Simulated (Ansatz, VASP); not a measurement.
**Two plane-wave programs on Rh**

Contents of INCAR:

```
PREC     = Accurate       # precision mode
ENCUT    = 600            # plane-wave cutoff, eV
EDIFF    = 1E-6           # SCF threshold, eV
ISMEAR   = 0              # smearing method
SIGMA    = 0.1            # smearing width, eV
LREAL    = False          # projectors in reciprocal space
LASPH    = True           # aspherical terms in the spheres
NELM     = 60             # most SCF steps
ALGO     = Fast           # electronic algorithm
ISIF     = 3              # what is computed and relaxed
LWAVE    = False          # write WAVECAR
LCHARG   = False          # write CHGCAR
GGA      = PS             # functional
IBRION   = 2              # ionic algorithm
NSW      = 100            # ionic steps
EDIFFG   = -0.005         # ionic threshold
```

Contents of KPOINTS:

```
Automatic mesh
0
Gamma
  18 18 10
```

Contents of POSCAR:

```
Rh
1.0
    2.6824015950      0.0000000000      0.0000000000
   -1.3412007975      2.3230279244      0.0000000000
    0.0000000000      0.0000000000      4.3380718962
Rh
2
Direct
    0.6666666667      0.3333333333      0.7500000000
    0.3333333333      0.6666666667      0.2500000000
```

Input for Ansatz:

```yaml
crystal:
  lattice:
    - [2.6824015966, 0.0, 0.0]
    - [-1.3412007983, 2.3230279258, 0.0]
    - [0.0, 0.0, 4.3380718976]
  atoms:
    - { symbol: Rh, position: [0.6666666667, 0.3333333333, 0.75] }
    - { symbol: Rh, position: [0.3333333333, 0.6666666667, 0.25] }
basis:
  ecutwfc: 420
kpoints:
  mp_grid: { grid: [18, 18, 10] }
hamiltonian:
  xc: pbesol
scf:
  occupations: { method: gaussian, width: 0.1 }
output:
  forces: true
  stress: true
  eigenvalues: true
  write_density: true
  write_potential: true
  elf: true
  volumetric_format: npy
relax:
  adjacent_minimum: "off"
  f_tol: 0.005
  max_steps: 80
  cell: { stress_tol: 0.05 }
```

Alike in both runs: task relaxation of cell and atoms; functional PBEsol; k mesh 18 × 18 × 10; occupations gaussian, width 0.1 eV; no spin polarisation.

```csv
,VASP,Ansatz
version,VASP 6.6.1,Ansatz 0.2.0
potentials or method,"VASP PAW PBE potentials, release 64 (Rh_pv), cutoff 600 eV","scalar-relativistic, plane waves, PAW"
valence electrons in the cell,30,34
```

VASP gave:

```
gap on the k mesh at the Fermi level, each at its own relaxed structure (eV) : none
relaxed volume (Å³/atom)                                                     : 13.54
relaxed cell length with the largest relative difference (Å)                 : 4.328
```

Problem. Which values does Ansatz return?

Solution. gap on the k mesh at the Fermi level, each at its own relaxed structure (eV): none; relaxed volume (Å³/atom): 13.55; relaxed cell length with the largest relative difference (Å): 4.329.

VASP's potentials were made for PBE, not for PBEsol. A gap of «none» marks a metal or a gap that the smearing closes. VASP's potentials hold 30 valence electrons a cell and Ansatz's 34, so a difference there can come from the potentials and not from the codes.
